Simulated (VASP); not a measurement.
# K (Im-3m) in VASP: further runs

The runs below take K through single point, relaxation of cell and atoms, with PBE.

Program: VASP 6.6.1. These are calculated values, not measurements. Logs are shortened: lines on timing, memory, paths and dates and some standing lists are left out, and cuts for length are marked.

### Step 1. The cell of the first run

The structure is cubic, space group Im-3m (No. 229). Conventional cell: a = 5.118 Å, b = 5.118 Å, c = 5.118 Å, α = 90.00°, β = 90.00°, γ = 90.00°. K (site symmetry m-3m) has 14 K at 4.43 to 5.12 Å within 5.8 Å.

### Step 2. Single point, PBE (volume scaled by 0.91)

The input, INCAR:

```
SYSTEM = K
PREC     = Accurate       ! precision mode
ENCUT    = 520            ! plane-wave cutoff, eV
EDIFF    = 1E-6           ! SCF threshold, eV
ISMEAR   = 0              ! smearing method
SIGMA    = 0.1            ! smearing width, eV
LREAL    = .FALSE.        ! projectors in reciprocal space
LASPH    = .TRUE.         ! aspherical terms in the spheres
NELM     = 60             ! most SCF steps
ALGO     = Normal         ! electronic algorithm
ISIF     = 2              ! what is computed and relaxed
LWAVE    = .FALSE.        ! write WAVECAR
LCHARG   = .TRUE.         ! write CHGCAR
GGA      = PE             ! functional
LELF     = .TRUE.         ! ELF
LVHAR    = .TRUE.       
NBANDS   = 10             ! bands
```

The input, KPOINTS:

```
Automatic mesh
0
G
  12 12 12
  0 0 0
```

The input, POSCAR:

```
K
1.0
   -2.5591941999      2.5591941999      2.5591941999
    2.5591941999     -2.5591941999      2.5591941999
    2.5591941999      2.5591941999     -2.5591941999
K
1
Direct
    0.0000000000      0.0000000000      0.0000000000
```

Potentials or basis: VASP PAW PBE potentials, release 64 (K_sv).

Command:

```bash
$ cat potpaw_PBE.64/K_sv/POTCAR > POTCAR
$ mpirun -np 1 vasp_std > vasp.out
```

OUTCAR:

```text
SYSTEM = K
   PREC = Accurate
   ENCUT = 520
   EDIFF = 1E-6
   ISMEAR = 0
   LREAL = .FALSE.
   LASPH = .TRUE.
   NELM = 60
   ISIF = 2
   GGA = PE

 ion  position               nearest neighbor table
   1  0.000  0.000  0.000-

  LATTYP: Found a body centered cubic cell.
 ALAT       =     5.1183883998

  Lattice vectors:

 A1 = (  -2.5591941999,   2.5591941999,   2.5591941999)
 A2 = (   2.5591941999,  -2.5591941999,   2.5591941999)
 A3 = (   2.5591941999,   2.5591941999,  -2.5591941999)

Analysis of symmetry for initial positions (statically):
=====================================================================
 Subroutine PRICEL returns:
 Original cell was already a primitive cell.

 Routine SETGRP: Setting up the symmetry group for a
 body centered cubic supercell.

 Subroutine GETGRP returns: Found 48 space group operations
 (whereof 48 operations were pure point group operations)
 out of a pool of 48 trial point group operations.

The static configuration has the point symmetry O_h .

Analysis of symmetry for dynamics (positions and initial velocities):
=====================================================================
 Subroutine PRICEL returns:
 Original cell was already a primitive cell.

 Routine SETGRP: Setting up the symmetry group for a
 body centered cubic supercell.

 Subroutine GETGRP returns: Found 48 space group operations
 (whereof 48 operations were pure point group operations)
 out of a pool of 48 trial point group operations.

The dynamic configuration has the point symmetry O_h .

 Subroutine INISYM returns: Found 48 space group operations
 (whereof 48 operations are pure point group operations),
 and found     1 'primitive' translations

----------------------------------------------------------------------------------------

                                     Primitive cell

  volume of cell :      67.0455

  direct lattice vectors                    reciprocal lattice vectors
    -2.559194200  2.559194200  2.559194200     0.000000000  0.195373997  0.195373997
     2.559194200 -2.559194200  2.559194200     0.195373997  0.000000000  0.195373997
     2.559194200  2.559194200 -2.559194200     0.195373997  0.195373997  0.000000000

  length of vectors
     4.432654381  4.432654381  4.432654381     0.276300556  0.276300556  0.276300556

  position of ions in fractional coordinates (direct lattice)
     0.000000000  0.000000000  0.000000000

  ion indices of the primitive-cell ions
   primitive index   ion index
                 1           1

----------------------------------------------------------------------------------------

 KPOINTS: Automatic mesh

Automatic generation of k-mesh.
 Grid dimensions read from file:
 generate k-points for:   12   12   12

 Generating k-lattice:

  Cartesian coordinates                     Fractional coordinates (reciprocal lattice)
     0.000000000  0.016281166  0.016281166     0.083333333  0.000000000  0.000000000
     0.016281166  0.000000000  0.016281166     0.000000000  0.083333333  0.000000000
     0.016281166  0.016281166  0.000000000     0.000000000  0.000000000  0.083333333

  Length of vectors
     0.023025046  0.023025046  0.023025046

  Shift w.r.t. Gamma in fractional coordinates (k-lattice)
     0.000000000  0.000000000  0.000000000

 Subroutine IBZKPT returns following result:
 ===========================================

 Found     72 irreducible k-points:

 Following reciprocal coordinates:
            Coordinates               Weight
  0.000000  0.000000  0.000000      1.000000
  0.083333  0.000000  0.000000     12.000000
  0.166667  0.000000  0.000000     12.000000
  0.250000  0.000000  0.000000     12.000000
  0.333333  0.000000  0.000000     12.000000
  0.416667  0.000000  0.000000     12.000000
[... 16 lines left out ...]
  0.333333  0.083333  0.083333     24.000000
  0.416667  0.083333  0.083333     12.000000
 [... further k-points ...]
   k-points           NKPTS =     72   k-points in BZ     NKDIM =     72   number of bands    NBANDS=     10
   number of dos      NEDOS =    301   number of ions     NIONS =      1
   total plane-waves  NPLWV =  46656
   dimension x,y,z NGX =    36 NGY =   36 NGZ =   36
   dimension x,y,z NGXF=    72 NGYF=   72 NGZF=   72
   ions per type =               1
   NGX,Y,Z   is equivalent  to a cutoff of  13.50, 13.50, 13.50 a.u.
   NGXF,Y,Z  is equivalent  to a cutoff of  27.00, 27.00, 27.00 a.u.
 SYSTEM =  K
   PREC   = accura    normal or accurate (medium, high low for compatibility)
   ISTART =      0    job   : 0-new  1-cont  2-samecut
   ICHARG =      2    charge: 1-file 2-atom 10-const
   ISPIN  =      1    spin polarized calculation?
   LNONCOLLINEAR =      F non collinear calculations
   LSORBIT =      F    spin-orbit coupling
   LASPH  =      T    aspherical Exc in radial PAW
   ENCUT  =  520.0 eV  38.22 Ry    6.18 a.u.   8.24  8.24  8.24*2*pi/ulx,y,z
   NELM   =     60;   NELMIN=  2; NELMDL= -5     # of ELM steps
   EDIFF  = 0.1E-05   stopping-criterion for ELM
   LREAL  =      F    real-space projection
   EDIFFG = 0.1E-04   stopping-criterion for IOM
   NSW    =      0    number of steps for IOM
   IBRION =     -1    ionic relax: 0-MD 1-quasi-New 2-CG
   NFREE  =      0    steps in history (QN), initial steepest desc. (CG)
   ISIF   =      2    stress and relaxation
   ISYM   =      2    0-nonsym 1-usesym 2-fastsym
   POTIM  = 0.5000    time-step for ionic-motion
   TEBEG  =    0.0;   TEEND  =   0.0 temperature during run
   PSTRESS=    0.0 pullay stress
   NELECT =       9.0000    total number of electrons
   NUPDOWN=      -1.0000    fix difference up-down
   EMIN   =  10.00;   EMAX   =-10.00  energy-range for DOS
   EFERMI =   0.00;   METHOD = LEGACY
   ISMEAR =     0;   SIGMA  =   0.10  broadening in eV -4-tet -1-fermi 0-gaus
   EFERMI_NEDOS =   21; number of points for ismear=-14 and -15
   IALGO  =     38    algorithm
   IMIX   =      4    mixing-type and parameters
     AMIX     =   0.40;   BMIX     =  1.00
     AMIX_MAG =   1.60;   BMIX_MAG =  1.00
  volume/ion in A,a.u.               =      67.05       452.45
  Fermi-wavevector in a.u.,A,eV,Ry     =   0.838235  1.584034  9.559968  0.702638
  Thomas-Fermi vector in A             =   1.952256
   LORBIT       =      0    0 simple, 1 ext, 2 COOP (PROOUT), +10 PAW based schemes
   GGA     = PE    functional components
   LHFCALC =     F    Hartree Fock is set to
   AEXX    =    0.0000 exact exchange contribution
   IVDW    =     0    specifies the selected vdW correction
   LEPSILON=     F    determine dielectric tensor
   LRPA    =     F    only Hartree local field effects (RPA)
 non-spin polarized calculation
 Gauss-broadening in eV      SIGMA  =   0.10
  energy-cutoff  :      520.00
  volume of cell :       67.05
 maximum number of plane-waves:      1865
 NGX is ok and might be reduce to    36
   NGX = 17   NGY = 17   NGZ = 17

 number of electron       9.0000000 magnetization

 Free energy of the ion-electron system (eV)
  ---------------------------------------------------
  ext. energy  EPLUGINS =         0.00000000
  ---------------------------------------------------
  free energy    TOTEN  =        -1.04021269 eV

  energy without entropy =       -1.03543777  energy(sigma->0) =       -1.03782523

 E-fermi :   0.0822     XC(G=0):  -5.8795

 val. band max:        0.0623724667   @ k =   0.2500   0.2500   0.0000
 cond. band min:       0.1295381139   @ k =   0.3333   0.1667   0.0000
 fundamental gap:      0.0671656472
 Fermi energy:         0.0822000030

 k-point     1 :       0.0000    0.0000    0.0000
  band No.  band energies     occupation
      1     -31.9876      2.00000
      2     -15.4293      2.00000
      3     -15.4293      2.00000
      4     -15.4293      2.00000
      5      -2.1964      2.00000
      6       4.4767      0.00000
      7       4.4767      0.00000
      8       4.4767      0.00000
      9       5.4452      0.00000
     10       5.4452      0.00000

 k-point     2 :       0.0833    0.0000    0.0000
  band No.  band energies     occupation
      1     -31.9872      2.00000
      2     -15.4356      2.00000
      3     -15.4313      2.00000
      4     -15.4292      2.00000
      5      -2.1032      2.00000
      6       4.3459      0.00000
      7       4.3577      0.00000
      8       4.5541      0.00000
      9       5.2799      0.00000
     10       5.4228      0.00000

 k-point     3 :       0.1667    0.0000    0.0000
  band No.  band energies     occupation
      1     -31.9860      2.00000
      2     -15.4530      2.00000
      3     -15.4370      2.00000
      4     -15.4292      2.00000
      5      -1.8281      2.00000
      6       3.8344      0.00000
      7       4.0789      0.00000
      8       4.7837      0.00000
      9       5.1874      0.00000
     10       5.3899      0.00000

 k-point     4 :       0.2500    0.0000    0.0000
  band No.  band energies     occupation
      1     -31.9844      2.00000
      2     -15.4765      2.00000
      3     -15.4448      2.00000
      4     -15.4292      2.00000
      5      -1.3857      2.00000
      6       3.0935      0.00000
      7       3.7691      0.00000
      8       5.1588      0.00000
      9       5.2645      0.00000
     10       5.4097      0.00000
[... 222 lines left out ...]
 k-point    22 :       0.2500    0.0833    0.0833
  band No.  band energies     occupation
      1     -31.9825      2.00000
      2     -15.5006      2.00000
      3     -15.4525      2.00000
      4     -15.4348      2.00000
      5      -0.6334      2.00000
      6       2.3448      0.00000
      7       3.1044      0.00000
      8       5.2818      0.00000
      9       5.6194      0.00000
     10       5.7260      0.00000

 k-point    23 :       0.3333    0.0833    0.0833
  band No.  band energies     occupation
      1     -31.9815      2.00000
      2     -15.5121      2.00000
      3     -15.4607      2.00000
      4     -15.4351      2.00000
      5       0.0543      1.30651
      6       1.5978      0.00000
      7       2.9523      0.00000
      8       5.0945      0.00000
      9       5.9061      0.00000
     10       5.9261      0.00000

 k-point    24 :       0.4167    0.0833    0.0833
  band No.  band energies     occupation
      1     -31.9811      2.00000
      2     -15.5162      2.00000
      3     -15.4639      2.00000
      4     -15.4352      2.00000
      5       0.7205      0.00000
      6       0.9156      0.00000
      7       2.9011      0.00000
      8       4.9825      0.00000
      9       6.0225      0.00000
     10       6.0809      0.00000

 [... further k-points ...]
[... 5 lines left out ...]
  --------------------------------------------------------------------------------------
  -------------------------------------------------------------------------------------
  Total        0.1671416      0.1671416      0.1671416     -0.0000000      0.0000000     -0.0000000
  in kB        3.9941597      3.9941597      3.9941597     -0.0000000      0.0000000     -0.0000000
  external PRESSURE =       3.9941597 kB  Pullay stress =       0.0000000 kB

 VOLUME and BASIS-vectors are now :
 -----------------------------------------------------------------------------
  energy-cutoff  :      520.00
  volume of cell :       67.05
      direct lattice vectors                 reciprocal lattice vectors
    -2.559194200  2.559194200  2.559194200     0.000000000  0.195373997  0.195373997
     2.559194200 -2.559194200  2.559194200     0.195373997  0.000000000  0.195373997
     2.559194200  2.559194200 -2.559194200     0.195373997  0.195373997  0.000000000

 POSITION                                       TOTAL-FORCE (eV/Angst)
 -----------------------------------------------------------------------------------
      0.00000      0.00000      0.00000        -0.000000      0.000000     -0.000000
 -----------------------------------------------------------------------------------
    total drift:                               -0.000000     -0.000000      0.000000

  FREE ENERGIE OF THE ION-ELECTRON SYSTEM (eV)
  ---------------------------------------------------
  free  energy   TOTEN  =        -1.0402126855 eV

  energy  without entropy=       -1.0354377674  energy(sigma->0) =       -1.03782523
```

Run time: 35 s. Hardware: 1 thread of AMD EPYC 9R45 (Zen 5), shared host; peak memory 0.18 GiB.

What came out:

```
Free energy : -1.0402 eV
Pressure    : 0.4 GPa
```

(Continued in part 2 of 2.)
